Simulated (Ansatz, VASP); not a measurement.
## CsB3H2 in VASP and in Ansatz

```
Cs B H
1.0
     3.38581    1.95480    2.76450
    -3.38581    1.95480    2.76450
     0.00000   -3.90959    2.76450
Cs B H
1 3 2
Direct
  0.50000 0.50000 0.50000
  0.00000 0.50000 0.00000
  0.50000 0.00000 0.00000
  0.00000 0.00000 0.50000
  0.75000 0.75000 0.75000
  0.25000 0.25000 0.25000
```

Alike in both runs: task single point; functional PBE; k mesh 4 × 4 × 4; occupations gaussian, width 0.1 eV; no spin polarisation.

|  | VASP | Ansatz |
| --- | --- | --- |
| version | VASP 6.6.1 | Ansatz 0.2.0 |
| potentials or method | VASP PAW PBE potentials, release 64 (Cs_sv, B, H), cutoff 520 eV | scalar-relativistic, plane waves, PAW |
| valence electrons in the cell | 20 | 20 |

```csv
,VASP,Ansatz,Ansatz less VASP
gap on the k mesh at the Fermi level (eV),none,none,-
pressure (GPa),-3.5,-3.6,-0.08
"traceless stress, the component that is largest in VASP (GPa)",8.89,8.77,-0.124
rms of the force components (eV/Å),0.864,0.855,-0.0086
```

Atom by atom the forces differ by 0.009 eV/Å (rms over components). A gap of «none» marks a metal or a gap that the smearing closes.

Spin-orbit coupling is off throughout.
